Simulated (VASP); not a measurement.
# NaH (F-43m) in VASP: further runs, part 2 of 2

VASP 6.6.1. Earlier steps stand in the parts before.

## 3. Single point, HSE06

Contents of POSCAR:

```
NaH
1.0
    0.0000000000      2.5969210594      2.5969210594
    2.5969210594      0.0000000000      2.5969210594
    2.5969210594      2.5969210594      0.0000000000
Na H
1 1
Direct
    0.0000000000      0.0000000000      0.0000000000
    0.2500000000      0.2500000000      0.2500000000
```

Contents of INCAR.step1:

```
SYSTEM = NaH
ALGO = Normal
EDIFF = 1E-5
ENCUT = 520
GGA = PE
ISIF = 2
ISMEAR = 0
LASPH = .True.
LREAL = .False.
LWAVE = .True.
NBANDS = 11
NELM = 80
PREC = Accurate
SIGMA = 0.01
```

Contents of INCAR.step2:

```
SYSTEM = NaH
ALGO = Normal
EDIFF = 1E-6
ENCUT = 520
GGA = PE
HFSCREEN = 0.2079
ISIF = 2
ISMEAR = 0
ISTART = 1
LASPH = .True.
LCHARG = .True.
LELF = .True.
LHFCALC = .True.
LREAL = .False.
LVHAR = .True.
LWAVE = .False.
NBANDS = 11
NELM = 80
PREC = Accurate
PRECFOCK = Normal
SIGMA = 0.01
```

Contents of KPOINTS:

```
k-points
0
Gamma
  6 6 6
  0 0 0
```

Potentials or basis: VASP PAW PBE potentials, release 64 (Na_pv, H).

On the command line:

```bash
> cat potpaw_PBE.64/Na_pv/POTCAR potpaw_PBE.64/H/POTCAR > POTCAR
> cp INCAR.step1 INCAR
> mpirun -np 1 vasp_std > vasp.out
> cp INCAR.step2 INCAR
> mpirun -np 1 vasp_std > vasp.out
```

It took 6 min on 1 thread of Intel Xeon Platinum 8488C (Sapphire Rapids), shared host; peak memory 0.26 GiB.

It converged, with:

| Item | Value |
| --- | --- |
| Free energy | -5.6540 eV |
| Pressure | 0.1 GPa |
| Band gap on the k mesh | 4.63 eV, indirect (least direct gap 5.37 eV) |

Levels at points of the mesh, in eV from the valence-band top:
```csv
k point,band 1,band 2,band 3,band 4,band 5,band 6,band 7,band 8
"(0.00, 0.00, 0.00)",-24.24,-24.24,-24.24,-3.04,9.55,14.75,14.75,14.75
"(0.50, 0.00, 0.00)",-24.28,-24.24,-24.24,-0.74,4.63,12.04,13.97,13.97
"(0.50, 0.50, 0.00)",-24.28,-24.25,-24.25,-0.06,6.12,8.61,11.02,11.02
```

Caveat: the PAW data sets were made with another functional, which shifts forces and pressure a little. A k mesh can miss the band edges.

## 4. Single point, PBE0

POSCAR is that of step 3.

Contents of INCAR.step1:

```
PREC     = Accurate       # precision mode
ENCUT    = 520            # plane-wave cutoff, eV
EDIFF    = 1E-5           # SCF threshold, eV
ISMEAR   = 0              # smearing method
SIGMA    = 0.01           # smearing width, eV
LREAL    = F              # projectors in reciprocal space
LASPH    = T              # aspherical terms in the spheres
NELM     = 80             # most SCF steps
ALGO     = Normal         # electronic algorithm
ISIF     = 2              # what is computed and relaxed
LWAVE    = T              # write WAVECAR
LCHARG   = F              # write CHGCAR
GGA      = PE             # functional
NBANDS   = 11             # bands
```

Contents of INCAR.step2:

```
PREC     = Accurate       # precision mode
ENCUT    = 520            # plane-wave cutoff, eV
EDIFF    = 1E-6           # SCF threshold, eV
ISMEAR   = 0              # smearing method
SIGMA    = 0.01           # smearing width, eV
LREAL    = F              # projectors in reciprocal space
LASPH    = T              # aspherical terms in the spheres
NELM     = 80             # most SCF steps
ALGO     = Normal         # electronic algorithm
ISIF     = 2              # what is computed and relaxed
LWAVE    = F              # write WAVECAR
LCHARG   = F              # write CHGCAR
GGA      = PE             # functional
LHFCALC  = T              # exact exchange
AEXX     = 0.25           # exact-exchange fraction
PRECFOCK = Normal       
ISTART   = 1            
NBANDS   = 11             # bands
```

Contents of KPOINTS:

```
regular mesh
0
Gamma
  6 6 6
```

Potentials or basis: VASP PAW PBE potentials, release 64 (Na_pv, H).

On the command line:

```bash
> cat potpaw_PBE.64/Na_pv/POTCAR potpaw_PBE.64/H/POTCAR > POTCAR
> cp INCAR.step1 INCAR
> mpirun -np 1 vasp_std > vasp.out
> cp INCAR.step2 INCAR
> mpirun -np 1 vasp_std > vasp.out
```

OUTCAR:

```text
PREC = Accurate
   ENCUT = 520
   EDIFF = 1E-6
   ISMEAR = 0
   LREAL = F
   LASPH = T
   NELM = 80
   ISIF = 2
   GGA = PE
   LHFCALC = T
   AEXX = 0.25
   PRECFOCK = Normal
   ISTART = 1

 ion  position               nearest neighbor table
   1  0.000  0.000  0.000-
   2  0.250  0.250  0.250-

  LATTYP: Found a face centered cubic cell.
 ALAT       =     5.1938421188

  Lattice vectors:

[... 404 lines left out ...]
      9      14.4089      0.00000
     10      16.4362      0.00000
     11      19.2649      0.00000

------------------------ aborting loop because EDIFF is reached ----------------------------------------

  FORCE on cell =-STRESS in cart. coord.  units (eV):
  Direction    XX          YY          ZZ          XY          YZ          ZX
  --------------------------------------------------------------------------------------
  -------------------------------------------------------------------------------------
  Total        0.0076227      0.0076227      0.0076227     -0.0000000     -0.0000000     -0.0000000
  in kB        0.3486691      0.3486691      0.3486691     -0.0000000     -0.0000000     -0.0000000
  external PRESSURE =       0.3486691 kB  Pullay stress =       0.0000000 kB

 VOLUME and BASIS-vectors are now :
 -----------------------------------------------------------------------------
  energy-cutoff  :      520.00
  volume of cell :       35.03
      direct lattice vectors                 reciprocal lattice vectors
     0.000000000  2.596921059  2.596921059    -0.192535695  0.192535695  0.192535695
     2.596921059  0.000000000  2.596921059     0.192535695 -0.192535695  0.192535695
     2.596921059  2.596921059  0.000000000     0.192535695  0.192535695 -0.192535695

 POSITION                                       TOTAL-FORCE (eV/Angst)
 -----------------------------------------------------------------------------------
      0.00000      0.00000      0.00000         0.000000      0.000000      0.000000
      1.29846      1.29846      1.29846        -0.000000     -0.000000     -0.000000
 -----------------------------------------------------------------------------------
    total drift:                                0.000004     -0.000001      0.000001

  FREE ENERGIE OF THE ION-ELECTRON SYSTEM (eV)
  ---------------------------------------------------
  free  energy   TOTEN  =        -6.0048390899 eV

  energy  without entropy=       -6.0048390899  energy(sigma->0) =       -6.00483909
```

Run time: 5.3 min. Hardware: 1 thread of Intel Xeon Platinum 8488C (Sapphire Rapids), shared host; peak memory 0.16 GiB.

Results:

| Quantity | Value |
| --- | --- |
| Free energy | -6.0048 eV |
| Pressure | 0.0 GPa |
| Band gap on the k mesh | 5.35 eV, indirect (least direct gap 6.10 eV) |

Levels at points of the mesh, in eV from the valence-band top:
| k point | band 1 | band 2 | band 3 | band 4 | band 5 | band 6 | band 7 | band 8 |
| --- | --- | --- | --- | --- | --- | --- | --- | --- |
| (0.00, 0.00, 0.00) | -24.26 | -24.26 | -24.26 | -3.10 | 10.30 | 15.53 | 15.53 | 15.53 |
| (0.50, 0.00, 0.00) | -24.30 | -24.26 | -24.26 | -0.75 | 5.35 | 12.79 | 14.74 | 14.74 |
| (0.50, 0.50, 0.00) | -24.30 | -24.27 | -24.27 | -0.07 | 6.86 | 9.33 | 11.79 | 11.79 |

Caveat: the PAW data sets were made with another functional, which shifts forces and pressure a little. A k mesh can miss the band edges.

## 5. Summary

```tsv
level	grid for exact exchange (PRECFOCK)	screening parameter	gap on the mesh (eV)	pressure (GPa)
r2SCAN	-	-	4.07	-0.1
HSE06	Normal	0.2079 1/Å	4.63	0.1
PBE0	Normal	-	5.35	0.0
```

Alike in all rows: task single point; potentials or basis VASP PAW PBE potentials, release 64 (Na_pv, H); no spin polarisation; cell as given; k mesh 6 × 6 × 6; cutoff (eV) 520; smearing gaussian 0.01 eV.

On the cell as given the gap runs from 4.07 eV (r2SCAN) to 5.35 eV (PBE0).

Caveats: the PAW data sets were made with another functional, which shifts forces and pressure a little.

Absolute energies hang on the potentials; compare differences alone.
